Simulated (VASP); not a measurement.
Wanted: the native input for a VASP 6.6.1 run.

| Property | Result |
| --- | --- |
| Task | single point |
| Functional | PBEsol |
| Potentials or basis | VASP PAW PBE potentials, release 64 (Hf_pv, O) |
| Cutoff | 600 eV |
| k mesh | 6 × 6 × 6 |
| Occupations | gaussian, width 0.1 eV |
| Spin | no spin polarisation |
| Dipole correction | no |
| Further INCAR settings | ALGO = Normal; EDIFF = 1e-06; NBANDS = 18 |

The structure of HfO2 lies in POSCAR:

```
HfO2
1.0
    0.0000000000      2.5235197305      2.5235197305
    2.5235197305      0.0000000000      2.5235197305
    2.5235197305      2.5235197305      0.0000000000
Hf O
1 2
Direct
    0.0000000000      0.0000000000      0.0000000000
    0.2500000000      0.2500000000      0.2500000000
    0.7500000000      0.7500000000      0.7500000000
```

One way to write it, as run:

INCAR

```
ALGO = Normal
EDIFF = 1E-6
ENCUT = 600
GGA = PS
GGA_COMPAT = F
ISIF = 2
ISMEAR = 0
LASPH = T
LCHARG = F
LREAL = F
LWAVE = F
NBANDS = 18
NELM = 120
PREC = Accurate
SIGMA = 0.1
```

KPOINTS

```
k-points
0
Gamma
  6 6 6
```

Potentials or basis: VASP PAW PBE potentials, release 64 (Hf_pv, O).

Launch:

```console
$ cat potpaw_PBE.64/Hf_pv/POTCAR potpaw_PBE.64/O/POTCAR > POTCAR
$ mpirun -np 1 vasp_std > vasp.out
```

It gave:

```yaml
Pressure: -4.4 GPa
Band_gap_on_the_k_mesh: 3.71 eV
```

Caveat: the cell stands under tension; the PAW data sets were made with another functional, which shifts forces and pressure a little; spin-orbit coupling is left out, which moves the levels of the heavy elements.

Run time: 29 s on 1 thread of Intel Xeon 8259CL (shared host), peak memory 0.17 GiB.
